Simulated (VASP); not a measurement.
# TaSi2 in VASP: further runs

TaSi2 is run at these levels: PBEsol; tasks: single point.

Everything below comes from runs of VASP 6.6.1. Logs are shortened: lines on timing, memory, paths and dates and some standing lists are left out, and cuts for length are marked.

## (1) The cell of the first run

The cell holds a slab with vacuum, 12 atoms: a = 4.761 Å, b = 4.761 Å, c = 21.556 Å, α = 90.00°, β = 90.00°, γ = 120.00°.

## (2) Single point, PBEsol

INCAR

```
SYSTEM = TaSi2
PREC = Accurate ; ENCUT = 520
EDIFF = 1E-7 ; ISMEAR = 0
SIGMA = 0.1 ; LREAL = .False.
LASPH = .True. ; NELM = 60
ALGO = Normal ; ISIF = 2
LWAVE = .False. ; LCHARG = .False.
LDIPOL = .True. ; IDIPOL = 3
DIPOL = 0.5 0.5 0.500 ; GGA = PS
NBANDS = 50
```

KPOINTS

```
regular mesh
0
Gamma
  9 9 1
  0 0 0
```

POSCAR

```
TaSi2
1.0
    4.7608595293      0.0000000000      0.0000000000
   -2.3804297646      4.1230252962      0.0000000000
    0.0000000000      0.0000000000     21.5557841521
Ta Si
4 8
Direct
    0.5000000000      0.5000000000      0.3507239956
    0.0000000000      0.5000000000      0.4504725671
    0.5000000000      0.0000000000      0.5495274326
    0.5000000000      0.5000000000      0.6492760044
    0.1716636968      0.8295029048      0.3445718492
    0.8283363032      0.1704970952      0.3445718492
    0.6823128614      0.8373751046      0.4485352641
    0.3176871386      0.1626248954      0.4485352641
    0.8373751033      0.6823128602      0.5514647351
    0.1626248967      0.3176871398      0.5514647351
    0.1704970823      0.8283363101      0.6554281516
    0.8295029177      0.1716636899      0.6554281516
```

Potentials or basis: VASP PAW PBE potentials, release 64 (Ta_pv, Si).

Launch:

```console
$ cat potpaw_PBE.64/Ta_pv/POTCAR potpaw_PBE.64/Si/POTCAR > POTCAR
$ mpirun -np 1 vasp_std > vasp.out
```

OUTCAR:

```text
SYSTEM = TaSi2
   PREC = Accurate
   ENCUT = 520
   EDIFF = 1E-7
   ISMEAR = 0
   LREAL = .False.
   LASPH = .True.
   NELM = 60
   ISIF = 2
   GGA = PS

 ion  position               nearest neighbor table
   1  0.500  0.500  0.351-   7 2.53   8 2.53   5 2.72   6 2.72   6 2.77   5 2.77   5 2.77   6 2.77
                             2 3.21   2 3.21
   2  0.000  0.500  0.450-   9 2.60  10 2.60   5 2.66   6 2.66   7 2.70   8 2.70   8 2.73   7 2.73
                             7 2.81   8 2.81   3 3.20   3 3.20   1 3.21   1 3.21
   3  0.500  0.000  0.550-   7 2.60   8 2.60  11 2.66  12 2.66   9 2.70  10 2.70  10 2.73   9 2.73
                            10 2.81   9 2.81   2 3.20   2 3.20   4 3.21   4 3.21
   4  0.500  0.500  0.649-   9 2.53  10 2.53  11 2.72  12 2.72  11 2.77  12 2.77  11 2.77  12 2.77
                             3 3.21   3 3.21
   5  0.172  0.830  0.345-   8 2.63   2 2.66   6 2.71   1 2.72   6 2.72   1 2.77   1 2.77   6 2.82

   6  0.828  0.170  0.345-   7 2.63   2 2.66   5 2.71   1 2.72   5 2.72   1 2.77   1 2.77   5 2.82

   7  0.682  0.837  0.449-   1 2.53   9 2.56   3 2.60   8 2.62   6 2.63   2 2.70   2 2.73   8 2.79
                             2 2.81   8 2.85
   8  0.318  0.163  0.449-   1 2.53  10 2.56   3 2.60   7 2.62   5 2.63   2 2.70   2 2.73   7 2.79
                             2 2.81   7 2.85
   9  0.837  0.682  0.551-   4 2.53   7 2.56   2 2.60  10 2.62  11 2.63   3 2.70   3 2.73  10 2.79
                             3 2.81  10 2.85
  10  0.163  0.318  0.551-   4 2.53   8 2.56   2 2.60   9 2.62  12 2.63   3 2.70   3 2.73   9 2.79
                             3 2.81   9 2.85
  11  0.170  0.828  0.655-   9 2.63   3 2.66  12 2.71   4 2.72  12 2.72   4 2.77   4 2.77  12 2.82

  12  0.830  0.172  0.655-  10 2.63   3 2.66  11 2.71   4 2.72  11 2.72   4 2.77   4 2.77  11 2.82

  LATTYP: Found a hexagonal cell.
 ALAT       =     4.7608595293
 C/A-ratio  =     4.5277084987

  Lattice vectors:

 A1 = (   4.7608595293,   0.0000000000,   0.0000000000)
 A2 = (  -2.3804297646,   4.1230252962,   0.0000000000)
 A3 = (   0.0000000000,   0.0000000000,  21.5557841521)

Analysis of symmetry for initial positions (statically):
=====================================================================
 Subroutine PRICEL returns:
 Original cell was already a primitive cell.

 Routine SETGRP: Setting up the symmetry group for a
 hexagonal supercell.

 Subroutine GETGRP returns: Found  4 space group operations
 (whereof  4 operations were pure point group operations)
 out of a pool of 24 trial point group operations.

The static configuration has the point symmetry D_2 .

Analysis of symmetry for dynamics (positions and initial velocities):
=====================================================================
 Subroutine PRICEL returns:
 Original cell was already a primitive cell.

 Routine SETGRP: Setting up the symmetry group for a
 hexagonal supercell.

 Subroutine GETGRP returns: Found  4 space group operations
 (whereof  4 operations were pure point group operations)
 out of a pool of 24 trial point group operations.

The dynamic configuration has the point symmetry D_2 .

 Subroutine INISYM returns: Found  4 space group operations
 (whereof  4 operations are pure point group operations),
 and found     1 'primitive' translations

----------------------------------------------------------------------------------------

                                     Primitive cell

  volume of cell :     423.1216

  direct lattice vectors                    reciprocal lattice vectors
     4.760859529  0.000000000  0.000000000     0.210046105  0.121270175  0.000000000
    -2.380429765  4.123025296  0.000000000     0.000000000  0.242540350  0.000000000
     0.000000000  0.000000000 21.555784152     0.000000000  0.000000000  0.046391261

  length of vectors
     4.760859529  4.760859529 21.555784152     0.242540350  0.242540350  0.046391261

  position of ions in fractional coordinates (direct lattice)
     0.500000000  0.500000000  0.350723996
     1.000000000  0.500000000  0.450472567
     0.500000000  0.000000000  0.549527433
     0.500000000  0.500000000  0.649276004
     0.171663697  0.829502905  0.344571849
     0.828336303  0.170497095  0.344571849
     0.682312861  0.837375105  0.448535264
     0.317687139  0.162624895  0.448535264
     0.837375103  0.682312860  0.551464735
     0.162624897  0.317687140  0.551464735
     0.170497082  0.828336310  0.655428152
     0.829502918  0.171663690  0.655428152

  ion indices of the primitive-cell ions
   primitive index   ion index
                 1           1
                 2           2
                 3           3
                 4           4
                 5           5
                 6           6
                 7           7
                 8           8
                 9           9
                10          10
                11          11
                12          12

----------------------------------------------------------------------------------------

 KPOINTS: regular mesh

Automatic generation of k-mesh.
 Grid dimensions read from file:
 generate k-points for:    9    9    1

 Generating k-lattice:

  Cartesian coordinates                     Fractional coordinates (reciprocal lattice)
     0.023338456  0.013474464  0.000000000     0.111111111 -0.000000000  0.000000000
     0.000000000  0.026948928  0.000000000     0.000000000  0.111111111  0.000000000
     0.000000000  0.000000000  0.046391261     0.000000000  0.000000000  1.000000000

  Length of vectors
     0.026948928  0.026948928  0.046391261

  Shift w.r.t. Gamma in fractional coordinates (k-lattice)
     0.000000000  0.000000000  0.000000000

 Subroutine IBZKPT returns following result:
 ===========================================

 Found     25 irreducible k-points:

 Following reciprocal coordinates:
            Coordinates               Weight
  0.000000  0.000000  0.000000      1.000000
  0.111111 -0.000000  0.000000      4.000000
 -0.111111  0.111111  0.000000      2.000000
  0.222222 -0.000000  0.000000      4.000000
 -0.222222  0.222222  0.000000      2.000000
  0.333333  0.000000  0.000000      4.000000
[... 16 lines left out ...]
 -0.222222 -0.444444  0.000000      4.000000
  0.444444  0.333333  0.000000      4.000000
   k-points           NKPTS =     25   k-points in BZ     NKDIM =     25   number of bands    NBANDS=     50
   number of dos      NEDOS =    301   number of ions     NIONS =     12
   total plane-waves  NPLWV = 207360
   dimension x,y,z NGX =    36 NGY =   36 NGZ =  160
   dimension x,y,z NGXF=    72 NGYF=   72 NGZF=  320
   ions per type =               4   8
   NGX,Y,Z   is equivalent  to a cutoff of  12.57, 12.57, 12.34 a.u.
   NGXF,Y,Z  is equivalent  to a cutoff of  25.14, 25.14, 24.68 a.u.
 SYSTEM =  TaSi2
   PREC   = accura    normal or accurate (medium, high low for compatibility)
   ISTART =      0    job   : 0-new  1-cont  2-samecut
   ICHARG =      2    charge: 1-file 2-atom 10-const
   ISPIN  =      1    spin polarized calculation?
   LNONCOLLINEAR =      F non collinear calculations
   LSORBIT =      F    spin-orbit coupling
   LASPH  =      T    aspherical Exc in radial PAW
   ENCUT  =  520.0 eV  38.22 Ry    6.18 a.u.   8.85  8.85 40.08*2*pi/ulx,y,z
   NELM   =     60;   NELMIN=  2; NELMDL= -5     # of ELM steps
   EDIFF  = 0.1E-06   stopping-criterion for ELM
   LREAL  =      F    real-space projection
   EDIFFG = 0.1E-05   stopping-criterion for IOM
   NSW    =      0    number of steps for IOM
   IBRION =     -1    ionic relax: 0-MD 1-quasi-New 2-CG
   NFREE  =      0    steps in history (QN), initial steepest desc. (CG)
   ISIF   =      2    stress and relaxation
   ISYM   =      2    0-nonsym 1-usesym 2-fastsym
   POTIM  = 0.5000    time-step for ionic-motion
   TEBEG  =    0.0;   TEEND  =   0.0 temperature during run
   PSTRESS=    0.0 pullay stress
   NELECT =      76.0000    total number of electrons
   NUPDOWN=      -1.0000    fix difference up-down
   EMIN   =  10.00;   EMAX   =-10.00  energy-range for DOS
   EFERMI =   0.00;   METHOD = LEGACY
   ISMEAR =     0;   SIGMA  =   0.10  broadening in eV -4-tet -1-fermi 0-gaus
   EFERMI_NEDOS =   21; number of points for ismear=-14 and -15
   IALGO  =     38    algorithm
   IMIX   =      4    mixing-type and parameters
     AMIX     =   0.40;   BMIX     =  1.00
     AMIX_MAG =   1.60;   BMIX_MAG =  1.00
  volume/ion in A,a.u.               =      35.26       237.95
  Fermi-wavevector in a.u.,A,eV,Ry     =   0.923686  1.745513 11.608431  0.853196
  Thomas-Fermi vector in A             =   2.049350
   LORBIT       =      0    0 simple, 1 ext, 2 COOP (PROOUT), +10 PAW based schemes
   GGA     = PS    functional components
   LHFCALC =     F    Hartree Fock is set to
   AEXX    =    0.0000 exact exchange contribution
   IVDW    =     0    specifies the selected vdW correction
   LEPSILON=     F    determine dielectric tensor
   LRPA    =     F    only Hartree local field effects (RPA)
 non-spin polarized calculation
 Gauss-broadening in eV      SIGMA  =   0.10
  energy-cutoff  :      520.00
  volume of cell :      423.12
 maximum number of plane-waves:     11427
   NGX = 17   NGY = 17   NGZ = 81

 dipolmoment           0.000000      0.000000     -0.000000 electrons x Angstroem

 number of electron      75.9999998 magnetization

 dipolmoment           0.000000      0.000000      0.000000 electrons x Angstroem

 Free energy of the ion-electron system (eV)
  ---------------------------------------------------
  ext. energy  EPLUGINS =         0.00000000
  ---------------------------------------------------
  free energy    TOTEN  =       -96.80303769 eV

  energy without entropy =      -96.75784425  energy(sigma->0) =      -96.78044097

 E-fermi :   1.3129     XC(G=0):  -5.8915

 val. band max:        1.3060934155   @ k =   0.2222  -0.0000   0.0000
 cond. band min:       1.3200005176   @ k =  -0.1111   0.1111   0.0000
 fundamental gap:      0.0139071020
 Fermi energy:         1.3128739685

 k-point     1 :       0.0000    0.0000    0.0000
  band No.  band energies     occupation
      1     -33.1290      2.00000
      2     -33.1265      2.00000
      3     -32.8999      2.00000
      4     -32.8817      2.00000
      5     -32.8613      2.00000
      6     -32.8609      2.00000
[... 42 lines left out ...]
     49       5.3702      0.00000
     50       5.4013      0.00000

 k-point     2 :       0.1111   -0.0000    0.0000
  band No.  band energies     occupation
      1     -33.1292      2.00000
      2     -33.1272      2.00000
      3     -32.9015      2.00000
      4     -32.8904      2.00000
      5     -32.8633      2.00000
      6     -32.8572      2.00000
[... 42 lines left out ...]
     49       5.0560      0.00000
     50       5.4460      0.00000

 k-point     3 :      -0.1111    0.1111    0.0000
  band No.  band energies     occupation
      1     -33.1300      2.00000
      2     -33.1274      2.00000
      3     -32.9089      2.00000
      4     -32.8831      2.00000
      5     -32.8617      2.00000
      6     -32.8522      2.00000
[... 1102 lines left out ...]
     49       4.4933      0.00000
     50       4.5536      0.00000

 k-point    24 :       0.4444    0.3333    0.0000
  band No.  band energies     occupation
      1     -33.1358      2.00000
      2     -33.1334      2.00000
      3     -32.9334      2.00000
      4     -32.9156      2.00000
      5     -32.8608      2.00000
      6     -32.8548      2.00000
[... 42 lines left out ...]
     49       4.5641      0.00000
     50       4.7069      0.00000

 [... further k-points ...]

------------------------ aborting loop because EDIFF is reached ----------------------------------------

 vacuum level on the upper side and lower side of the slab       (xc-potential included)        -0.105        -0.105

  FORCE on cell =-STRESS in cart. coord.  units (eV):
  Direction    XX          YY          ZZ          XY          YZ          ZX
  --------------------------------------------------------------------------------------
  -------------------------------------------------------------------------------------
  Total       -9.9551853     -9.1373321      0.2610336      0.7082817      0.0000000      0.0000000
  in kB      -37.6959539    -34.5990997      0.9884206      2.6819544      0.0000000      0.0000000
  external PRESSURE =     -23.7688777 kB  Pullay stress =       0.0000000 kB

 VOLUME and BASIS-vectors are now :
 -----------------------------------------------------------------------------
  energy-cutoff  :      520.00
  volume of cell :      423.12
      direct lattice vectors                 reciprocal lattice vectors
     4.760859529  0.000000000  0.000000000     0.210046105  0.121270175  0.000000000
    -2.380429765  4.123025296  0.000000000     0.000000000  0.242540350  0.000000000
     0.000000000  0.000000000 21.555784152     0.000000000  0.000000000  0.046391261

 POSITION                                       TOTAL-FORCE (eV/Angst)
 -----------------------------------------------------------------------------------
      1.19021      2.06151      7.56013         0.000000      0.000000     -0.027423
     -1.19021      2.06151      9.71029         0.000000      0.000000      0.007283
      2.38043      0.00000     11.84549        -0.000000      0.000000     -0.007283
      1.19021      2.06151     13.99565         0.000000      0.000000      0.027423
     -1.15731      3.42006      7.42752        -0.002617      0.006815     -0.009316
      3.53774      0.70296      7.42752         0.002617     -0.006815     -0.009316
      1.25508      3.45252      9.66853        -0.000666      0.003019     -0.002506
      1.12535      0.67051      9.66853         0.000666     -0.003019     -0.002506
      2.36243      2.81319     11.88725         0.002948      0.000933      0.002506
      0.01800      1.30983     11.88725        -0.002948     -0.000933      0.002506
     -1.16008      3.41525     14.12827        -0.007211     -0.001141      0.009316
      3.54051      0.70777     14.12827         0.007211      0.001141      0.009316
 -----------------------------------------------------------------------------------
    total drift:                               -0.000000      0.000000      0.000008

  FREE ENERGIE OF THE ION-ELECTRON SYSTEM (eV)
  ---------------------------------------------------
  free  energy   TOTEN  =       -96.8030376892 eV

  energy  without entropy=      -96.7578442475  energy(sigma->0) =      -96.78044097

 vacuum level on the upper side and lower side of the slab         5.451         5.451
```

It took 19 min on 1 thread of Intel Xeon Platinum 8259CL at 2.50GHz (Skylake/Cascade Lake), shared host; peak memory 0.72 GiB.

Results:

| Property | Result |
| --- | --- |
| Free energy | -96.8030 eV |
| Largest force | 0.027 eV/Å |
| Band gap on the k mesh | zero (bands 38 and 39 overlap by 0.48 eV) |

Forces in eV/Å, atoms in the order of the input:
```
Ta   0.000  0.000 -0.027
Ta   0.000  0.000  0.007
Ta   0.000  0.000 -0.007
Ta   0.000  0.000  0.027
Si  -0.003  0.007 -0.009
Si   0.003 -0.007 -0.009
Si  -0.001  0.003 -0.003
Si   0.001 -0.003 -0.003
Si   0.003  0.001  0.003
Si  -0.003 -0.001  0.003
Si  -0.007 -0.001  0.009
Si   0.007  0.001  0.009
```

Caveat: the PAW data sets were made with another functional, which shifts forces and pressure a little; spin-orbit coupling is left out, which moves the levels of the heavy elements.

## (3) Single point, PBEsol

This run uses another cell than the first one: it holds 15 atoms, not 12.

INCAR

```
PREC = Accurate ; ENCUT = 520
EDIFF = 1E-6 ; ISMEAR = 0
SIGMA = 0.1 ; LREAL = Auto
LASPH = True ; NELM = 100
ALGO = Normal ; ISIF = 2
LWAVE = False ; LCHARG = False
LDIPOL = True ; IDIPOL = 3
DIPOL = 0.5 0.5 0.500 ; GGA = PS
NBANDS = 60
```

KPOINTS

```
Automatic mesh
0
Gamma
  9 9 1
```

POSCAR

```
TaSi2
1.0
    4.7608595400      0.0000000000      0.0000000000
   -2.3804297700      4.1230253055      0.0000000000
    0.0000000000      0.0000000000     23.7410454765
Ta Si
5 10
Direct
    0.5000000000      0.5000000000      0.3187455265
    0.0000000000      0.5000000000      0.4082167368
    0.5000000000      0.0000000000      0.5000001774
    0.5000000000      0.5000000000      0.5917829009
    0.0000000000      0.5000000000      0.6812549855
    0.1701484129      0.8283033603      0.3122152619
    0.8298515871      0.1716966397      0.3122152619
    0.6836512982      0.8408707955      0.4070463440
    0.3163487018      0.1591292045      0.4070463440
    0.8393186218      0.6786392899      0.4999996530
    0.1606813782      0.3213607101      0.4999996530
    0.1572208106      0.8408718959      0.5929542817
    0.8427791894      0.1591281041      0.5929542817
    0.6581551823      0.8283039722      0.6877842959
    0.3418448177      0.1716960278      0.6877842959
```

Potentials or basis: VASP PAW PBE potentials, release 64 (Ta_pv, Si).

Launch:

```console
$ cat potpaw_PBE.64/Ta_pv/POTCAR potpaw_PBE.64/Si/POTCAR > POTCAR
$ mpirun -np 1 vasp_std > vasp.out
```

Wall time 18 min (1 thread of Intel Xeon 6975P-C (Granite Rapids), shared host); peak memory 0.75 GiB.

The run converged. Its results:

* Free energy: -122.5497 eV
* Largest force: 0.025 eV/Å
* Band gap on the k mesh: zero (an odd number of electrons rules out a gap without spin polarisation)

Forces in eV/Å, atoms in the order of the input:
```
Ta   0.000  0.000 -0.025
Ta   0.000  0.000 -0.003
Ta   0.000  0.000  0.000
Ta   0.000  0.000  0.003
Ta   0.000  0.000  0.025
Si   0.002  0.004 -0.012
Si  -0.002 -0.004 -0.012
Si  -0.001  0.004  0.005
Si   0.001 -0.004  0.005
Si   0.000  0.005  0.000
Si   0.000 -0.005  0.000
Si   0.001  0.004 -0.005
Si  -0.001 -0.004 -0.005
Si  -0.002  0.004  0.012
Si   0.002 -0.004  0.012
```

Levels at points of the mesh, in eV from the Fermi level:
```tsv
k point	band 44	band 45	band 46	band 47	band 48	band 49	band 50	band 51	band 52	band 53
(0.00, 0.00, 0.00)	-1.70	-1.46	-0.15	0.11	0.19	0.46	0.47	0.61	0.63	1.30
```

Caveat: the PAW data sets were made with another functional, which shifts forces and pressure a little; spin-orbit coupling is left out, which moves the levels of the heavy elements.
